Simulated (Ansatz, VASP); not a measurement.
**One calculation of InSb, two programs**

```
CELL_PARAMETERS angstrom
0.00000 3.16014 2.90733
3.16014 0.00000 2.90733
3.16014 3.16014 0.00000
ATOMIC_POSITIONS crystal
In 0.00000 0.00000 0.00000
Sb 0.50000 0.50000 0.50000
```

Alike in both runs: task single point; functional r2SCAN; k mesh 6 × 6 × 6; occupations gaussian, width 0.15 eV; no spin polarisation.

```csv
,VASP,Ansatz
version,VASP 6.6.1,Ansatz 0.2.0
potentials or method,"VASP PAW PBE potentials, release 64 (In_d, Sb), cutoff 520 eV","scalar-relativistic, plane waves, PAW"
valence electrons in the cell,18,28
```

Ansatz gave:

```
gap on the k mesh at the Fermi level (eV)                     : none
pressure (GPa)                                                : -0.6
traceless stress, the component that is largest in VASP (GPa) : 4.94
```

Task: Estimate VASP's values.

Result: gap on the k mesh at the Fermi level (eV): none; pressure (GPa): -0.5; traceless stress, the component that is largest in VASP (GPa): 4.95.

VASP's potentials were made for PBE, not for r2SCAN. A gap of «none» marks a metal or a gap that the smearing closes. VASP's potentials hold 18 valence electrons a cell and Ansatz's 28, so a difference there can come from the potentials and not from the codes.

Spin-orbit coupling is off throughout.
